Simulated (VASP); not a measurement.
# SiC (R3m) in VASP: further runs, part 2 of 2

VASP 6.6.1.

### 5 Single point, PBE

This run uses another cell than the first one, of 11.76 Å³/atom, 1.094 times its volume.

File INCAR:

```
PREC = Accurate
ENCUT = 520
EDIFF = 1E-6
ISMEAR = 0
SIGMA = 0.05
LREAL = False
LASPH = True
NELM = 100
ALGO = Normal
ISIF = 2
LWAVE = False
LCHARG = False
GGA = PE
NBANDS = 11
```

File KPOINTS:

```
regular mesh
0
Gamma
  12 12 12
```

File POSCAR:

```
SiC
1.0
    0.0000000000      2.2863742191      2.2863742191
    2.2863742191      0.0000000000      2.2863742191
    2.2621386524      2.2621386524      0.0242355667
Si C
1 1
Direct
    0.0000000000      0.0000000000      0.0000000000
    0.7500000000      0.7500000000      0.7500000000
```

Potentials or basis: VASP PAW PBE potentials, release 64 (Si, C).

Launch:

```bash
cat potpaw_PBE.64/Si/POTCAR potpaw_PBE.64/C/POTCAR > POTCAR
mpirun -np 1 vasp_std > vasp.out
```

OUTCAR:

```text
PREC = Accurate
   ENCUT = 520
   EDIFF = 1E-6
   ISMEAR = 0
   LREAL = False
   LASPH = True
   NELM = 100
   ISIF = 2
   GGA = PE

 ion  position               nearest neighbor table
   1  0.000  0.000  0.000-   2 1.95   2 1.98   2 1.98   2 1.98
   2  0.750  0.750  0.750-   1 1.95   1 1.98   1 1.98   1 1.98

  LATTYP: Found a trigonal (rhomboedric) cell.
 ALAT       =     3.1992389608
 COS(alpha) =     0.4892583576

  Lattice vectors:

 A1 = (   2.2621386524,  -0.0242355667,  -2.2621386524)
 A2 = (  -0.0242355667,   2.2621386524,  -2.2621386524)
 A3 = (   2.2621386524,   2.2621386524,   0.0242355667)

Analysis of symmetry for initial positions (statically):
=====================================================================
 Subroutine PRICEL returns:
 Original cell was already a primitive cell.

 Routine SETGRP: Setting up the symmetry group for a
 trigonal (rhombohedral) supercell.

 Subroutine GETGRP returns: Found  6 space group operations
 (whereof  6 operations were pure point group operations)
 out of a pool of 12 trial point group operations.

The static configuration has the point symmetry C_3v.

Analysis of symmetry for dynamics (positions and initial velocities):
=====================================================================
 Subroutine PRICEL returns:
 Original cell was already a primitive cell.

 Routine SETGRP: Setting up the symmetry group for a
 trigonal (rhombohedral) supercell.

 Subroutine GETGRP returns: Found  6 space group operations
 (whereof  6 operations were pure point group operations)
 out of a pool of 12 trial point group operations.

The dynamic configuration has the point symmetry C_3v.

 Subroutine INISYM returns: Found  6 space group operations
 (whereof  6 operations are pure point group operations),
 and found     1 'primitive' translations

----------------------------------------------------------------------------------------

                                     Primitive cell

  volume of cell :      23.5240

  direct lattice vectors                    reciprocal lattice vectors
     0.000000000  2.286374219  2.286374219    -0.219864627  0.217509094  0.219864627
     2.286374219  0.000000000  2.286374219     0.217509094 -0.219864627  0.219864627
     2.262138652  2.262138652  0.024235567     0.222220161  0.222220161 -0.222220161

  length of vectors
     3.233421429  3.233421429  3.199238961     0.379461611  0.379461611  0.384896609

  position of ions in fractional coordinates (direct lattice)
     0.000000000  0.000000000  0.000000000
     0.750000000  0.750000000  0.750000000

  ion indices of the primitive-cell ions
   primitive index   ion index
                 1           1
                 2           2

----------------------------------------------------------------------------------------

 KPOINTS: regular mesh

Automatic generation of k-mesh.
 Grid dimensions read from file:
 generate k-points for:   12   12   12

 Generating k-lattice:

  Cartesian coordinates                     Fractional coordinates (reciprocal lattice)
    -0.018322052  0.018125758  0.018322052     0.083333333  0.000000000  0.000000000
     0.018125758 -0.018322052  0.018322052     0.000000000  0.083333333  0.000000000
     0.018518347  0.018518347 -0.018518347     0.000000000  0.000000000  0.083333333

  Length of vectors
     0.031621801  0.031621801  0.032074717

  Shift w.r.t. Gamma in fractional coordinates (k-lattice)
     0.000000000  0.000000000  0.000000000

 Subroutine IBZKPT returns following result:
 ===========================================

 Found    189 irreducible k-points:

 Following reciprocal coordinates:
            Coordinates               Weight
  0.000000  0.000000  0.000000      1.000000
  0.083333  0.000000 -0.000000      6.000000
  0.166667  0.000000  0.000000      6.000000
  0.250000  0.000000  0.000000      6.000000
  0.333333  0.000000 -0.000000      6.000000
  0.416667  0.000000  0.000000      6.000000
[... 16 lines left out ...]
  0.500000  0.166667  0.000000     12.000000
 -0.416667  0.166667 -0.000000     12.000000
 [... further k-points ...]
   k-points           NKPTS =    189   k-points in BZ     NKDIM =    189   number of bands    NBANDS=     11
   number of dos      NEDOS =    301   number of ions     NIONS =      2
   total plane-waves  NPLWV =  13824
   dimension x,y,z NGX =    24 NGY =   24 NGZ =   24
   dimension x,y,z NGXF=    48 NGYF=   48 NGZF=   48
   ions per type =               1   1
   NGX,Y,Z   is equivalent  to a cutoff of  12.34, 12.34, 12.47 a.u.
   NGXF,Y,Z  is equivalent  to a cutoff of  24.68, 24.68, 24.94 a.u.
 SYSTEM =  unknown system
   PREC   = accura    normal or accurate (medium, high low for compatibility)
   ISTART =      0    job   : 0-new  1-cont  2-samecut
   ICHARG =      2    charge: 1-file 2-atom 10-const
   ISPIN  =      1    spin polarized calculation?
   LNONCOLLINEAR =      F non collinear calculations
   LSORBIT =      F    spin-orbit coupling
   LASPH  =      T    aspherical Exc in radial PAW
   ENCUT  =  520.0 eV  38.22 Ry    6.18 a.u.   6.01  6.01  5.95*2*pi/ulx,y,z
   NELM   =    100;   NELMIN=  2; NELMDL= -5     # of ELM steps
   EDIFF  = 0.1E-05   stopping-criterion for ELM
   LREAL  =      F    real-space projection
   EDIFFG = 0.1E-04   stopping-criterion for IOM
   NSW    =      0    number of steps for IOM
   IBRION =     -1    ionic relax: 0-MD 1-quasi-New 2-CG
   NFREE  =      0    steps in history (QN), initial steepest desc. (CG)
   ISIF   =      2    stress and relaxation
   ISYM   =      2    0-nonsym 1-usesym 2-fastsym
   POTIM  = 0.5000    time-step for ionic-motion
   TEBEG  =    0.0;   TEEND  =   0.0 temperature during run
   PSTRESS=    0.0 pullay stress
   NELECT =       8.0000    total number of electrons
   NUPDOWN=      -1.0000    fix difference up-down
   EMIN   =  10.00;   EMAX   =-10.00  energy-range for DOS
   EFERMI =   0.00;   METHOD = LEGACY
   ISMEAR =     0;   SIGMA  =   0.05  broadening in eV -4-tet -1-fermi 0-gaus
   EFERMI_NEDOS =   21; number of points for ismear=-14 and -15
   IALGO  =     38    algorithm
   IMIX   =      4    mixing-type and parameters
     AMIX     =   0.40;   BMIX     =  1.00
     AMIX_MAG =   1.60;   BMIX_MAG =  1.00
  volume/ion in A,a.u.               =      11.76        79.37
  Fermi-wavevector in a.u.,A,eV,Ry     =   1.142706  2.159401 17.766169  1.305777
  Thomas-Fermi vector in A             =   2.279403
   LORBIT       =      0    0 simple, 1 ext, 2 COOP (PROOUT), +10 PAW based schemes
   GGA     = PE    functional components
   LHFCALC =     F    Hartree Fock is set to
   AEXX    =    0.0000 exact exchange contribution
   IVDW    =     0    specifies the selected vdW correction
   LEPSILON=     F    determine dielectric tensor
   LRPA    =     F    only Hartree local field effects (RPA)
 non-spin polarized calculation
 Gauss-broadening in eV      SIGMA  =   0.05
  energy-cutoff  :      520.00
  volume of cell :       23.52
 maximum number of plane-waves:       643
   NGX = 13   NGY = 13   NGZ = 11

 number of electron       7.9999999 magnetization

 Free energy of the ion-electron system (eV)
  ---------------------------------------------------
  ext. energy  EPLUGINS =         0.00000000
  ---------------------------------------------------
  free energy    TOTEN  =       -14.89002944 eV

  energy without entropy =      -14.89002944  energy(sigma->0) =      -14.89002944

 E-fermi :   6.9712     XC(G=0): -10.8042

 val. band max:        6.7713217723   @ k =   0.0000   0.0000   0.0000
 cond. band min:       8.1889872159   @ k =   0.5000   0.5000  -0.0000
 fundamental gap:      1.4176654436
 Fermi energy:         6.9711807727

 k-point     1 :       0.0000    0.0000    0.0000
  band No.  band energies     occupation
      1      -7.7033      2.00000
      2       6.7084      2.00000
      3       6.7084      2.00000
      4       6.7713      2.00000
      5      11.4433      0.00000
      6      13.0951      0.00000
      7      13.0951      0.00000
      8      13.4591      0.00000
      9      20.5194      0.00000
     10      20.5194      0.00000
     11      21.3250      0.00000
[... 309 lines left out ...]
 k-point    24 :      -0.4167    0.1667   -0.0000
  band No.  band energies     occupation
      1      -4.3320      2.00000
      2      -0.6990      2.00000
      3       3.8212      2.00000
      4       5.3412      2.00000
      5      11.4864      0.00000
      6      13.5531      0.00000
      7      14.6970      0.00000
      8      16.7075      0.00000
      9      20.1498      0.00000
     10      21.1707      0.00000
     11      23.4643      0.00000

 [... further k-points ...]
[... 5 lines left out ...]
  --------------------------------------------------------------------------------------
  -------------------------------------------------------------------------------------
  Total       -2.8141947     -2.8141947     -2.8141947      0.3058062     -0.3058062     -0.3058062
  in kB     -191.6697379   -191.6697379   -191.6697379     20.8279123    -20.8279123    -20.8279123
  external PRESSURE =    -191.6697379 kB  Pullay stress =       0.0000000 kB

 VOLUME and BASIS-vectors are now :
 -----------------------------------------------------------------------------
  energy-cutoff  :      520.00
  volume of cell :       23.52
      direct lattice vectors                 reciprocal lattice vectors
     0.000000000  2.286374219  2.286374219    -0.219864627  0.217509094  0.219864627
     2.286374219  0.000000000  2.286374219     0.217509094 -0.219864627  0.219864627
     2.262138652  2.262138652  0.024235567     0.222220161  0.222220161 -0.222220161

 POSITION                                       TOTAL-FORCE (eV/Angst)
 -----------------------------------------------------------------------------------
      0.00000      0.00000      0.00000        -0.031558     -0.031558      0.031558
      3.41138      3.41138      3.44774         0.031558      0.031558     -0.031558
 -----------------------------------------------------------------------------------
    total drift:                                0.000026      0.000026     -0.000026

  FREE ENERGIE OF THE ION-ELECTRON SYSTEM (eV)
  ---------------------------------------------------
  free  energy   TOTEN  =       -14.8900294391 eV

  energy  without entropy=      -14.8900294391  energy(sigma->0) =      -14.89002944
```

Run time: 41 s. Hardware: 1 thread of Intel Xeon 6975P-C, shared host; peak memory 0.17 GiB.

What came out:

* Free energy: -14.8900 eV
* Pressure: -19.2 GPa
* Largest force: 0.055 eV/Å
* Band gap on the k mesh: 1.42 eV, indirect (least direct gap 4.32 eV)

Forces in eV/Å, atoms in the order of the input:
```
Si  -0.032 -0.032  0.032
C    0.032  0.032 -0.032
```

Stress tensor (GPa, compression positive):
```
-19.17   2.08  -2.08
  2.08 -19.17  -2.08
 -2.08  -2.08 -19.17
```

Levels at points of the mesh, in eV from the valence-band top:
```tsv
k point	band 2	band 3	band 4	band 5	band 6	band 7
(0.00, 0.00, 0.00)	-0.06	-0.06	0.00	4.67	6.32	6.32
(0.50, 0.00, 0.00)	-7.91	-1.03	-1.03	4.34	6.61	6.83
(0.50, 0.50, 0.00)	-7.46	-3.05	-2.90	1.42	3.86	12.49
(0.00, 0.00, 0.50)	-7.89	-1.14	-1.14	4.07	6.57	6.57
```

### 6 Overview

```tsv
cell	gap on the mesh (eV)	pressure (GPa)	largest force (eV/Å)
a = 3.172, b = 3.172, c = 3.073 Å, angles 58.9, 58.9, 60.0°, 2 atoms	1.21	-4.2	0.47
a = 3.165, b = 3.165, c = 3.270 Å, angles 61.1, 61.1, 60.0°, 2 atoms	1.35	-18.7	0.04
a = 3.268, b = 3.268, c = 3.167 Å, angles 58.9, 58.9, 60.0°, 2 atoms	1.32	-18.7	0.23
a = 3.233, b = 3.233, c = 3.199 Å, angles 59.6, 59.6, 60.0°, 2 atoms	1.42	-19.2	0.05
```

Alike in all rows: task single point; level PBE; potentials or basis VASP PAW PBE potentials, release 64 (Si, C); no spin polarisation; k mesh 12 × 12 × 12; cutoff (eV) 520; smearing gaussian 0.05 eV.

Total energies depend on the potentials used, so only differences within one code and one set of settings carry meaning.
